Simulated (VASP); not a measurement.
A run of VASP 6.6.1 is set up as follows.

Contents of INCAR:

```
SYSTEM = MgO
PREC     = Accurate       ! precision mode
ENCUT    = 520            ! plane-wave cutoff, eV
EDIFF    = 1E-7           ! SCF threshold, eV
ISMEAR   = 0              ! smearing method
SIGMA    = 0.01           ! smearing width, eV
LREAL    = .False.        ! projectors in reciprocal space
LASPH    = .True.         ! aspherical terms in the spheres
NELM     = 80             ! most SCF steps
ALGO     = Normal         ! electronic algorithm
ISIF     = 2              ! what is computed and relaxed
LWAVE    = .False.        ! write WAVECAR
LCHARG   = .True.         ! write CHGCAR
GGA      = PS             ! functional
LELF     = .True.         ! ELF
LVHAR    = .True.       
NBANDS   = 16             ! bands
```

The input KPOINTS:

```
regular mesh
0
Gamma
  12 12 4
  0 0 0
```

Contents of POSCAR:

```
MgO
1.0
    3.3077869900      0.0000000000      0.0000000000
   -1.6538934900      2.8646275600      0.0000000000
    0.0000000000      0.0000000000      4.9828816700
Mg O
2 2
Direct
    0.3333333333      0.6666666667      0.0021597400
    0.6666666667      0.3333333333      0.5021597400
    0.3333333333      0.6666666667      0.4024402600
    0.6666666667      0.3333333333      0.9024402600
```

Potentials or basis: VASP PAW PBE potentials, release 64 (Mg, O).

Run with:

```bash
$ cat potpaw_PBE.64/Mg/POTCAR potpaw_PBE.64/O/POTCAR > POTCAR
$ mpirun -np 1 vasp_std > vasp.out
```

Task: Estimate the largest force.

Result: 0.010 eV/Å.

Task: What does it give for the band gap on the k mesh?

Result: 3.34 eV, direct.

Task: Estimate the pressure.

Result: 0.1 GPa.

Forces in eV/Å, atoms in the order of the input:
```
Mg   0.000  0.000  0.010
Mg   0.000  0.000  0.010
O    0.000  0.000 -0.010
O    0.000  0.000 -0.010
```

Caveat: the PAW data sets were made with another functional, which shifts forces and pressure a little. A k mesh can miss the band edges.
